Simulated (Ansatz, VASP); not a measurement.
SiC in VASP and in Ansatz

INCAR

```
ALGO = Normal
EDIFF = 1E-7
ENCUT = 520
GGA = RE
ISIF = 2
ISMEAR = -1
LASPH = T
LCHARG = F
LREAL = F
LWAVE = F
NBANDS = 36
NELM = 80
PREC = Accurate
SIGMA = 0.05
```

Contents of KPOINTS:

```
k-points
0
Gamma
  10 10 2
```

The input POSCAR:

```
SiC
1.0
    3.0950000000      0.0000000000      0.0000000000
   -1.5475000000      2.6803486247      0.0000000000
    0.0000000000      0.0000000000     15.1700000000
Si C
6 6
Direct
    0.6666666667      0.3333333333      0.4583000000
    0.3333333333      0.6666666667      0.9583000000
    0.6666666667      0.3333333333      0.7917000000
    0.3333333333      0.6666666667      0.2917000000
    0.0000000000      0.0000000000      0.6250000000
    0.0000000000      0.0000000000      0.1250000000
    0.6666666667      0.3333333333      0.3333000000
    0.3333333333      0.6666666667      0.8333000000
    0.6666666667      0.3333333333      0.6667000000
    0.3333333333      0.6666666667      0.1667000000
    0.0000000000      0.0000000000      0.5000000000
    0.0000000000      0.0000000000      0.0000000000
```

File input.yaml:

```yaml
crystal:
  lattice:
    - [3.095, 0.0, 0.0]
    - [-1.5475, 2.6803486247, 0.0]
    - [0.0, 0.0, 15.17]
  atoms:
    - { symbol: Si, position: [0.6666666667, 0.3333333333, 0.4583] }
    - { symbol: Si, position: [0.3333333333, 0.6666666667, 0.9583] }
    - { symbol: Si, position: [0.6666666667, 0.3333333333, 0.7917] }
    - { symbol: Si, position: [0.3333333333, 0.6666666667, 0.2917] }
    - { symbol: Si, position: [0.0, 0.0, 0.625] }
    - { symbol: Si, position: [0.0, 0.0, 0.125] }
    - { symbol: C, position: [0.6666666667, 0.3333333333, 0.3333] }
    - { symbol: C, position: [0.3333333333, 0.6666666667, 0.8333] }
    - { symbol: C, position: [0.6666666667, 0.3333333333, 0.6667] }
    - { symbol: C, position: [0.3333333333, 0.6666666667, 0.1667] }
    - { symbol: C, position: [0.0, 0.0, 0.5] }
    - { symbol: C, position: [0.0, 0.0, 0.0] }
hamiltonian:
  xc: revpbe
  pseudopotentials: { kind: paw }
kpoints:
  mp_grid: { grid: [10, 10, 2] }
scf:
  occupations: { method: fermi_dirac, width: 0.05 }
output:
  forces: true
  stress: true
  eigenvalues: true
```

Alike in both runs: task single point; functional revPBE; k mesh 10 × 10 × 2; occupations fermi-dirac, width 0.05 eV; no spin polarisation.

|  | VASP | Ansatz |
| --- | --- | --- |
| version | VASP 6.6.1 | Ansatz 0.2.0 |
| potentials or method | VASP PAW PBE potentials, release 64 (Si, C) | Ansatz PAW |
| plane-wave cutoff (eV) | 520 | 420 |
| valence electrons in the cell | 48 | 48 |

Ansatz gave:

| Item | Value |
| --- | --- |
| gap on the k mesh at the Fermi level (eV) | 2.03 |
| least direct gap on the mesh (eV) | 3.13 |
| pressure (GPa) | 2.6 |
| traceless stress, the component that is largest in VASP (GPa) | 0.50 |
| rms of the force components (eV/Å) | 0.039 |

**Question.** What did VASP give for the same quantities?

**Answer.** gap on the k mesh at the Fermi level (eV): 2.03; least direct gap on the mesh (eV): 3.12; pressure (GPa): 2.2; traceless stress, the component that is largest in VASP (GPa): 0.50; rms of the force components (eV/Å): 0.039.

VASP's potentials were made for PBE, not for revPBE. Atom by atom the forces differ by 0.000 eV/Å (rms over components). With one functional, cell and mesh, what is left measures potentials, basis and numerics.
